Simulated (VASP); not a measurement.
A run of VASP 6.6.1:

Contents of INCAR:

```
SYSTEM = BaS
ALGO = Normal ; EDIFF = 1E-8
ENCUT = 520 ; GGA = CA
ISIF = 2 ; ISMEAR = -1
LASPH = .True. ; LCHARG = .False.
LEFG = .True. ; LREAL = .False.
LWAVE = .False. ; NBANDS = 15
NELM = 80 ; PREC = Accurate
SIGMA = 0.01
```

KPOINTS

```
k-points
0
Gamma
  7 7 7
  0 0 0
```

POSCAR

```
BaS
1.0
    0.0638750000      3.2256875000      3.2256875000
    3.2256875000      0.0638750000      3.2256875000
    3.2256875000      3.2256875000      0.0638750000
Ba S
1 1
Direct
    0.0000000000      0.0000000000      0.0000000000
    0.5000000000      0.5000000000      0.5000000000
```

Potentials or basis: VASP PAW LDA potentials, release 64 (Ba_sv, S).

The run is started by

```bash
$ cat potpaw_LDA.64/Ba_sv/POTCAR potpaw_LDA.64/S/POTCAR > POTCAR
$ mpirun -np 1 vasp_std > vasp.out
```

Hardware: 1 thread of Intel(R) Xeon(R) Platinum 8375C CPU @ 2.90GHz (Ice Lake), with other jobs on the host.

Problem. How long does it take, and how much memory?

Solution. Run time: 36 s on 1 thread of Intel(R) Xeon(R) Platinum 8375C CPU @ 2.90GHz (Ice Lake), on a shared host, peak memory 0.19 GiB. Counts: scf iterations 15, k points 44.
